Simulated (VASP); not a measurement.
Pt, 1 atom in the cell. It takes space group Fm-3m (No. 225, cubic). The conventional cell has a = 3.896 Å, b = 3.896 Å, c = 3.896 Å, α = 90.00°, β = 90.00°, γ = 90.00°. Pt (site symmetry m-3m) has 12 Pt at 2.75 Å within 3.6 Å. 

| Quantity | Value |
| --- | --- |
| Program | VASP 6.6.1 |
| Task | relaxation of cell and atoms |
| Functional | PBEsol |
| Potentials or basis | VASP PAW PBE potentials, release 64 (Pt) |
| Cutoff | 600 eV |
| k mesh | 18 × 18 × 18 |
| Occupations | gaussian, width 0.1 eV |
| Spin | no spin polarisation |
| Target pressure | 5 GPa |
| Dipole correction | no |
| Further INCAR settings | ALGO = Normal; EDIFF = 1e-07; IBRION = 2; EDIFFG = -0.008; NSW = 70; ISIF = 3 |

Potentials or basis: VASP PAW PBE potentials, release 64 (Pt).

Run with:

```bash
$ cat potpaw_PBE.64/Pt/POTCAR > POTCAR
$ mpirun -np 1 vasp_std > vasp.out
```

Hardware: 1 thread of Intel(R) Xeon(R) Platinum 8488C (Sapphire Rapids) (shared host).

Problem. How long does it take, and how much memory?

Solution. Wall time 27 s on 1 thread of Intel(R) Xeon(R) Platinum 8488C (Sapphire Rapids) (shared host), peak memory 0.17 GiB. Counts: scf iterations 22, k points 195, ion steps 3.
